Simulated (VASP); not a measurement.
Ba2NF, 4 atoms in the cell. It takes space group R-3m (No. 166, trigonal). Conventional cell: a = 3.810 Å, b = 3.810 Å, c = 18.200 Å, α = 90.00°, β = 90.00°, γ = 120.00°. Within 3.5 Å of Ba (site symmetry 3m) lie 3 N at 2.64 Å and 3 F at 2.71 Å. N (site symmetry -3m) has 6 Ba at 2.64 Å within 3.5 Å. Within 3.6 Å of F (site symmetry -3m) lie 6 Ba at 2.71 Å. 

```yaml
Program: VASP 6.6.1
Task: single point
Functional: r2SCAN
Potentials_or_basis: VASP PAW PBE potentials, release 64 (Ba_sv, N, F)
Cutoff: 520 eV
k_mesh: 6 × 6 × 6
Occupations: gaussian, width 0.01 eV
Spin: no spin polarisation
Dipole_correction: no
Further_INCAR_settings: ALGO = Normal; EDIFF = 1e-07; NBANDS = 24
```

Potentials or basis: VASP PAW PBE potentials, release 64 (Ba_sv, N, F).

Command:

```bash
$ cat potpaw_PBE.64/Ba_sv/POTCAR potpaw_PBE.64/N/POTCAR potpaw_PBE.64/F/POTCAR > POTCAR
$ cp INCAR.step1 INCAR
$ mpirun -np 1 vasp_std > vasp.out
$ cp INCAR.step2 INCAR
$ mpirun -np 1 vasp_std > vasp.out
```

Hardware: 1 thread of AMD EPYC 9R45 96-Core Processor (Zen 5), on a shared host.

Problem. Estimate the wall time of this run.

Solution. Run time: 6.9 min on 1 thread of AMD EPYC 9R45 96-Core Processor (Zen 5), on a shared host, peak memory 0.36 GiB. Counts: k points 32.
